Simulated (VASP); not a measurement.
NaCl, 2 atoms in the cell. The structure is cubic, space group Fm-3m (No. 225). The conventional cell has a = 5.605 Å, b = 5.605 Å, c = 5.605 Å, α = 90.00°, β = 90.00°, γ = 90.00°. Na (site symmetry m-3m) has 6 Cl at 2.80 Å within 3.7 Å. Cl (site symmetry m-3m) has 6 Na at 2.80 Å within 3.7 Å. 

* Program: VASP 6.6.1
* Task: single point
* Functional: PBE
* Potentials or basis: VASP PAW PBE potentials, release 64 (Na_pv, Cl)
* Cutoff: 520 eV
* k mesh: 4 × 4 × 4
* Occupations: gaussian, width 0.01 eV
* Spin: no spin polarisation
* Dipole correction: no
* Further INCAR settings: ALGO = Normal; EDIFF = 1e-06; NBANDS = 14

Potentials or basis: VASP PAW PBE potentials, release 64 (Na_pv, Cl).

Launch:

```sh
$ cat potpaw_PBE.64/Na_pv/POTCAR potpaw_PBE.64/Cl/POTCAR > POTCAR
$ mpirun -np 1 vasp_std > vasp.out
```

Hardware: 1 thread of Intel Xeon 8259CL, on a shared host.

Problem. Estimate the wall time of this run.

Solution. Run time: 10 s on 1 thread of Intel Xeon 8259CL, with other jobs on the host, peak memory 0.15 GiB. Counts: scf iterations 12, k points 8.
